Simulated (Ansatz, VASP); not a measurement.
## One calculation of Sr2AlO, two programs

```xyz
4
Lattice="4.9889 0.0000 0.0000 -2.4945 4.3205 0.0000 0.0000 0.0000 4.7861" Properties=species:S:1:pos:R:3 pbc="T T T"
Sr    0.0000    2.8804    4.4122
Sr    2.4945    1.4402    4.4122
Al    0.0000    0.0000    2.9292
O     0.0000    0.0000    4.3053
```

Alike in both runs: task single point; functional PBE; k mesh 6 × 6 × 4; occupations gaussian, width 0.1 eV; no spin polarisation.

|  | VASP | Ansatz |
| --- | --- | --- |
| version | VASP 6.6.1 | Ansatz 0.2.0 |
| potentials or method | VASP PAW PBE potentials, release 64 (Sr_sv, Al, O), cutoff 520 eV | scalar-relativistic, plane waves, PAW |
| valence electrons in the cell | 29 | 29 |

|  | VASP | Ansatz | Ansatz less VASP |
| --- | --- | --- | --- |
| gap on the k mesh at the Fermi level (eV) | none | none | - |
| pressure (GPa) | 18.9 | 18.9 | -0.03 |
| traceless stress, the component that is largest in VASP (GPa) | 21.76 | 22.10 | +0.350 |
| rms of the force components (eV/Å) | 9.652 | 9.715 | +0.0636 |

Atom by atom the forces differ by 0.064 eV/Å (rms over components). A gap of «none» marks a metal or a gap that the smearing closes.
